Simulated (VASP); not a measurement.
MgO (Periclase):

```
CELL_PARAMETERS angstrom
0.00000 2.12685 2.12685
2.12685 0.00000 2.12685
2.12685 2.12685 0.00000
ATOMIC_POSITIONS crystal
Mg 0.00000 0.00000 0.00000
O 0.50000 0.50000 0.50000
```

```yaml
Program: VASP 6.6.1
Task: relaxation of cell and atoms
Functional: r2SCAN
Potentials_or_basis: VASP PAW PBE potentials, release 64 (Mg, O)
Cutoff: 600 eV
k_mesh: 10 × 10 × 10
Occupations: fermi-dirac, width 0.02 eV
Spin: no spin polarisation
```

At the start: pressure -6.8 GPa; volume 9.62 Å³/atom.

Question: Where does the relaxation end?

Answer: Over 3 steps the energy falls by 9.0 meV/atom and the volume is 9.21 Å³/atom (-4.2 %); space group Fm-3m (No. 225, to 0.05 Å).

The path:
| step | energy change (eV) | largest force (eV/Å) | pressure (GPa) | volume (Å³) |
| --- | --- | --- | --- | --- |
| 1 | 0.0000 | 0.0000 | -6.76 | 19.24 |
| 2 | -0.0154 | 0.0000 | 2.83 | 18.13 |
| 3 | -0.0179 | 0.0000 | 0.01 | 18.42 |

Final structure:
```yaml
crystal:
  lattice:
    - [0.00000, 2.09631, 2.09631]
    - [2.09631, 0.00000, 2.09631]
    - [2.09631, 2.09631, 0.00000]
  atoms:
    - { symbol: Mg, position: [0.00000, 0.00000, 0.00000] }
    - { symbol: O, position: [0.50000, 0.50000, 0.50000] }
```

Caveat: the PAW data sets were made with another functional, which shifts forces and pressure a little.
